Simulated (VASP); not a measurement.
Crystal: VAu.

```
Au V
1.0
     1.41040    0.81430    4.61109
    -1.41040    0.81430    4.61109
     0.00000   -1.62859    4.61109
Au V
1 1
Direct
  0.00000 0.00000 0.00000
  0.50000 0.50000 0.50000
```

Base run:

- Program: VASP 6.6.1
- Functional: RPBE
- Potentials or basis: VASP PAW PBE potentials, release 64 (Au, V_sv)
- Cutoff: 520 eV
- k mesh: 11 × 11 × 11
- Occupations: gaussian, width 0.05 eV
- Spin: collinear spin, ferromagnetic start
- Starting moments: [0.0, 2.0] μB

Its results: band gap on the k mesh zero (filled and empty bands overlap); pressure 2.1 GPa; net moment 0.00 μB per cell.

Task: The run is repeated on the same cell with these changes: functional from RPBE to PBE; further incar settings from ALGO = Fast; EDIFF = 1e-06; NBANDS = 23 to ALGO = Normal; EDIFF = 1e-07; NBANDS = 23. What comes out?

Result: Band gap on the k mesh zero (filled and empty bands overlap); pressure -1.8 GPa; net moment 0.00 μB per cell.

Caveats: the moments typed at the start vanished in this run; spin-orbit coupling is left out, which moves the levels of the heavy elements; the PAW data sets were made with another functional, which shifts forces and pressure a little (at least some runs).
